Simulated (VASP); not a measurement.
Write the native input for VASP 6.6.1 that does the following.

| Item | Value |
| --- | --- |
| Task | single point |
| Functional | PBE |
| Potentials or basis | VASP PAW PBE potentials, release 64 (C, N) |
| Cutoff | 520 eV |
| k mesh | 12 × 12 × 2 |
| Occupations | gaussian, width 0.1 eV |
| Spin | no spin polarisation |
| Dipole correction | no |
| Further INCAR settings | ALGO = Normal; EDIFF = 1e-06; NBANDS = 19 |

The structure of C3N2 lies in POSCAR:

```
C3N2
1.0
    2.3912390867      0.0000000000      0.0000000000
   -1.1956195433      2.0708737956      0.0000000000
    0.0000000000      0.0000000000      8.4224054784
C N
3 2
Direct
    0.0000000000      0.0000000000      0.6249349424
    0.0000000000      0.0000000000      0.3750650576
    0.6666666667      0.3333333333      0.0000000000
    0.6666666667      0.3333333333      0.5000000000
    0.3333333333      0.6666666667      0.0000000000
```

These files were run (other wordings do the same):

INCAR

```
SYSTEM = C3N2
PREC     = Accurate       ! precision mode
ENCUT    = 520            ! plane-wave cutoff, eV
EDIFF    = 1E-6           ! SCF threshold, eV
ISMEAR   = 0              ! smearing method
SIGMA    = 0.1            ! smearing width, eV
LREAL    = .FALSE.        ! projectors in reciprocal space
LASPH    = .TRUE.         ! aspherical terms in the spheres
NELM     = 100            ! most SCF steps
ALGO     = Normal         ! electronic algorithm
ISIF     = 2              ! what is computed and relaxed
LWAVE    = .FALSE.        ! write WAVECAR
LCHARG   = .FALSE.        ! write CHGCAR
GGA      = PE             ! functional
NBANDS   = 19             ! bands
```

KPOINTS

```
regular mesh
0
G
  12 12 2
  0 0 0
```

Potentials or basis: VASP PAW PBE potentials, release 64 (C, N).

Command:

```sh
$ cat potpaw_PBE.64/C/POTCAR potpaw_PBE.64/N/POTCAR > POTCAR
$ mpirun -np 1 vasp_std > vasp.out
```

Results of the run:

The pressure is 0.1 GPa. The largest force is 0.017 eV/Å and the band gap on the k mesh is zero (band 11 reaches 9.86 eV, above the bottom of band 12 at 4.19 eV).

Caveat: the k points lie up to 0.37 Å⁻¹ apart; this functional lacks dispersion, which binds the layers, so the pressure and a relaxed spacing across them are unreliable.

Run time: 13 s on 1 thread of Intel(R) Xeon(R) 6975P-C (Granite Rapids), with other jobs on the host, peak memory 0.15 GiB.
